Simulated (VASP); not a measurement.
# K (Fm-3m) in VASP: a series of runs

K is run at these levels: PBE; tasks: single point.

Program: VASP 6.6.1. These are calculated values, not measurements. Logs are shortened: lines on timing, memory, paths and dates and some standing lists are left out, and cuts for length are marked.

### 1 The cell of the first run

It takes space group Fm-3m (No. 225, cubic). Conventional cell: a = 6.668 Å, b = 6.668 Å, c = 6.668 Å, α = 90.00°, β = 90.00°, γ = 90.00°.

This isn't the form of K at room conditions, which is bcc.

### 2 Single point, PBE

Input file INCAR:

```
SYSTEM = K
ALGO = Normal
EDIFF = 1E-6
ENCUT = 520
GGA = PE
ISIF = 2
ISMEAR = -1
LASPH = .TRUE.
LCHARG = .FALSE.
LREAL = .FALSE.
LWAVE = .FALSE.
NBANDS = 10
NELM = 80
PREC = Accurate
SIGMA = 0.1
```

Input file KPOINTS:

```
k-points
0
G
  8 8 8
  0 0 0
```

Input file POSCAR:

```
K
1.0
    0.0000000000      3.3341509471      3.3341509471
    3.3341509471      0.0000000000      3.3341509471
    3.3341509471      3.3341509471      0.0000000000
K
1
Direct
    0.0000000000      0.0000000000      0.0000000000
```

Potentials or basis: VASP PAW PBE potentials, release 64 (K_sv).

Run with:

```sh
$ cat potpaw_PBE.64/K_sv/POTCAR > POTCAR
$ mpirun -np 1 vasp_std > vasp.out
```

OUTCAR:

```text
SYSTEM = K
   EDIFF = 1E-6
   ENCUT = 520
   GGA = PE
   ISIF = 2
   ISMEAR = -1
   LASPH = .TRUE.
   LREAL = .FALSE.
   NELM = 80
   PREC = Accurate

 ion  position               nearest neighbor table
   1  0.000  0.000  0.000-

  LATTYP: Found a face centered cubic cell.
 ALAT       =     6.6683018942

  Lattice vectors:

 A1 = (   0.0000000000,   3.3341509471,   3.3341509471)
 A2 = (   3.3341509471,   0.0000000000,   3.3341509471)
 A3 = (   3.3341509471,   3.3341509471,   0.0000000000)

Analysis of symmetry for initial positions (statically):
=====================================================================
 Subroutine PRICEL returns:
 Original cell was already a primitive cell.

 Routine SETGRP: Setting up the symmetry group for a
 face centered cubic supercell.

 Subroutine GETGRP returns: Found 48 space group operations
 (whereof 48 operations were pure point group operations)
 out of a pool of 48 trial point group operations.

The static configuration has the point symmetry O_h .

Analysis of symmetry for dynamics (positions and initial velocities):
=====================================================================
 Subroutine PRICEL returns:
 Original cell was already a primitive cell.

 Routine SETGRP: Setting up the symmetry group for a
 face centered cubic supercell.

 Subroutine GETGRP returns: Found 48 space group operations
 (whereof 48 operations were pure point group operations)
 out of a pool of 48 trial point group operations.

The dynamic configuration has the point symmetry O_h .

 Subroutine INISYM returns: Found 48 space group operations
 (whereof 48 operations are pure point group operations),
 and found     1 'primitive' translations

----------------------------------------------------------------------------------------

                                     Primitive cell

  volume of cell :      74.1286

  direct lattice vectors                    reciprocal lattice vectors
     0.000000000  3.334150947  3.334150947    -0.149963216  0.149963216  0.149963216
     3.334150947  0.000000000  3.334150947     0.149963216 -0.149963216  0.149963216
     3.334150947  3.334150947  0.000000000     0.149963216  0.149963216 -0.149963216

  length of vectors
     4.715201488  4.715201488  4.715201488     0.259743910  0.259743910  0.259743910

  position of ions in fractional coordinates (direct lattice)
[... 79 lines left out ...]
   EDIFFG = 0.1E-04   stopping-criterion for IOM
   NSW    =      0    number of steps for IOM
   IBRION =     -1    ionic relax: 0-MD 1-quasi-New 2-CG
   NFREE  =      0    steps in history (QN), initial steepest desc. (CG)
   ISIF   =      2    stress and relaxation
   ISYM   =      2    0-nonsym 1-usesym 2-fastsym
   POTIM  = 0.5000    time-step for ionic-motion
   TEBEG  =    0.0;   TEEND  =   0.0 temperature during run
   PSTRESS=    0.0 pullay stress
   NELECT =       9.0000    total number of electrons
   NUPDOWN=      -1.0000    fix difference up-down
   EMIN   =  10.00;   EMAX   =-10.00  energy-range for DOS
   EFERMI =   0.00;   METHOD = LEGACY
   ISMEAR =    -1;   SIGMA  =   0.10  broadening in eV -4-tet -1-fermi 0-gaus
   EFERMI_NEDOS =   21; number of points for ismear=-14 and -15
   IALGO  =     38    algorithm
   IMIX   =      4    mixing-type and parameters
     AMIX     =   0.40;   BMIX     =  1.00
     AMIX_MAG =   1.60;   BMIX_MAG =  1.00
  volume/ion in A,a.u.               =      74.13       500.24
  Fermi-wavevector in a.u.,A,eV,Ry     =   0.810638  1.531884  8.940855  0.657134
  Thomas-Fermi vector in A             =   1.919851
   LORBIT       =      0    0 simple, 1 ext, 2 COOP (PROOUT), +10 PAW based schemes
   GGA     = PE    functional components
   LHFCALC =     F    Hartree Fock is set to
   AEXX    =    0.0000 exact exchange contribution
   IVDW    =     0    specifies the selected vdW correction
   LEPSILON=     F    determine dielectric tensor
   LRPA    =     F    only Hartree local field effects (RPA)
 non-spin polarized calculation
  energy-cutoff  :      520.00
  volume of cell :       74.13
 maximum number of plane-waves:      2012
   NGX = 17   NGY = 17   NGZ = 17

 number of electron       8.9999999 magnetization

 Free energy of the ion-electron system (eV)
  ---------------------------------------------------
  ext. energy  EPLUGINS =         0.00000000
  ---------------------------------------------------
  free energy    TOTEN  =        -1.05900757 eV

  energy without entropy =       -1.03169045  energy(sigma->0) =       -1.04534901

 E-fermi :  -0.1586     XC(G=0):  -5.6318

 val. band max:       -0.2825287399   @ k =  -0.3750   0.1250   0.0000
 cond. band min:      -0.0812390425   @ k =   0.5000   0.3750   0.1250
 fundamental gap:      0.2012896974
 Fermi energy:        -0.1585847593

 k-point     1 :       0.0000    0.0000    0.0000
  band No.  band energies     occupation
      1     -32.2687      2.00000
      2     -15.7199      2.00000
      3     -15.7199      2.00000
      4     -15.7199      2.00000
      5      -2.2831      2.00000
      6       4.0660      0.00000
      7       4.0660      0.00000
      8       4.0660      0.00000
      9       5.3115      0.00000
     10       5.3115      0.00000
[... 287 lines left out ...]
 k-point    24 :      -0.3750    0.2500    0.1250
  band No.  band energies     occupation
      1     -32.2646      2.00000
      2     -15.7756      2.00000
      3     -15.7456      2.00000
      4     -15.7342      2.00000
      5       0.6568      0.00057
      6       0.6782      0.00046
      7       2.7475      0.00000
      8       3.8704      0.00000
      9       5.0876      0.00000
     10       5.9460      0.00000

 [... further k-points ...]

------------------------ aborting loop because EDIFF is reached ----------------------------------------

  FORCE on cell =-STRESS in cart. coord.  units (eV):
  Direction    XX          YY          ZZ          XY          YZ          ZX
  --------------------------------------------------------------------------------------
  -------------------------------------------------------------------------------------
  Total       -0.0006046     -0.0006046     -0.0006046     -0.0000000     -0.0000000     -0.0000000
  in kB       -0.0130674     -0.0130674     -0.0130674     -0.0000000     -0.0000000     -0.0000000
  external PRESSURE =      -0.0130674 kB  Pullay stress =       0.0000000 kB

 VOLUME and BASIS-vectors are now :
 -----------------------------------------------------------------------------
  energy-cutoff  :      520.00
  volume of cell :       74.13
      direct lattice vectors                 reciprocal lattice vectors
     0.000000000  3.334150947  3.334150947    -0.149963216  0.149963216  0.149963216
     3.334150947  0.000000000  3.334150947     0.149963216 -0.149963216  0.149963216
     3.334150947  3.334150947  0.000000000     0.149963216  0.149963216 -0.149963216

 POSITION                                       TOTAL-FORCE (eV/Angst)
 -----------------------------------------------------------------------------------
      0.00000      0.00000      0.00000        -0.000000      0.000000      0.000000
 -----------------------------------------------------------------------------------
    total drift:                               -0.000000      0.000000      0.000000

  FREE ENERGIE OF THE ION-ELECTRON SYSTEM (eV)
  ---------------------------------------------------
  free  energy   TOTEN  =        -1.0590075675 eV

  energy  without entropy=       -1.0316904490  energy(sigma->0) =       -1.04534901
```

stdout:

```text
POSCAR found type information on POSCAR K
 POSCAR found :  1 types and       1 ions
 scaLAPACK will be used
 LDA part: xc-table for (Slater+PW92), standard interpolation
 POSCAR, INCAR and KPOINTS ok, starting setup
 FFT: planning ... GRIDC
 FFT: planning ... GRID_SOFT
 FFT: planning ... GRID
 WAVECAR not read
 entering main loop
```

It took 19 s on 1 thread of Intel Xeon Platinum 8259CL at 2.50GHz (Skylake/Cascade Lake), shared host; peak memory 0.2 GiB.

What came out:

| Quantity | Value |
| --- | --- |
| Free energy | -1.0590 eV |
| Pressure | 0.0 GPa |
| Band gap on the k mesh | zero (an odd number of electrons rules out a gap without spin polarisation) |

Levels at points of the mesh, in eV from the Fermi level:
| k point | band 3 | band 4 | band 5 | band 6 | band 7 | band 8 |
| --- | --- | --- | --- | --- | --- | --- |
| (0.00, 0.00, 0.00) | -15.56 | -15.56 | -2.12 | 4.22 | 4.22 | 4.22 |
| (0.50, 0.00, 0.00) | -15.57 | -15.57 | 0.35 | 0.57 | 4.01 | 4.01 |
| (0.50, 0.50, 0.00) | -15.59 | -15.59 | 0.93 | 1.39 | 2.36 | 4.92 |

### 3 Single point, PBE (65.23 Å³/atom)

This run uses another cell than the first one, of 65.23 Å³/atom.

Input file INCAR:

```
SYSTEM = K
ALGO     = Normal         ! electronic algorithm
EDIFF    = 1E-6           ! SCF threshold, eV
ENCUT    = 520            ! plane-wave cutoff, eV
GGA      = PE             ! functional
ISIF     = 2              ! what is computed and relaxed
ISMEAR   = -1             ! smearing method
LASPH    = .TRUE.         ! aspherical terms in the spheres
LCHARG   = .FALSE.        ! write CHGCAR
LREAL    = .FALSE.        ! projectors in reciprocal space
LWAVE    = .FALSE.        ! write WAVECAR
NBANDS   = 10             ! bands
NELM     = 100            ! most SCF steps
PREC     = Accurate       ! precision mode
SIGMA    = 0.1            ! smearing width, eV
```

Input file KPOINTS:

```
k-points
0
G
  9 9 9
  0 0 0
```

Input file POSCAR:

```
K
1.0
    0.0000000000      3.1950634108      3.1950634108
    3.1950634108      0.0000000000      3.1950634108
    3.1950634108      3.1950634108      0.0000000000
K
1
Direct
    0.0000000000      0.0000000000      0.0000000000
```

Potentials or basis: VASP PAW PBE potentials, release 64 (K_sv).

Run with:

```sh
$ cat potpaw_PBE.64/K_sv/POTCAR > POTCAR
$ mpirun -np 1 vasp_std > vasp.out
```

Wall time 19 s (1 thread of Intel Xeon Platinum 8259CL at 2.50GHz (Skylake/Cascade Lake), shared host); peak memory 0.2 GiB.

The run converged. Its results:

```yaml
Free_energy: -1.0459 eV
Pressure: 0.6 GPa
Band_gap_on_the_k_mesh: zero (an odd number of electrons rules out a gap without spin polarisation)
```

Levels at points of the mesh, in eV from the Fermi level:
| k point | band 1 | band 2 | band 3 | band 4 | band 5 | band 6 | band 7 | band 8 | band 9 | band 10 |
| --- | --- | --- | --- | --- | --- | --- | --- | --- | --- | --- |
| (0.00, 0.00, 0.00) | -32.10 | -15.54 | -15.54 | -15.54 | -2.36 | 4.29 | 4.29 | 4.29 | 5.64 | 5.64 |
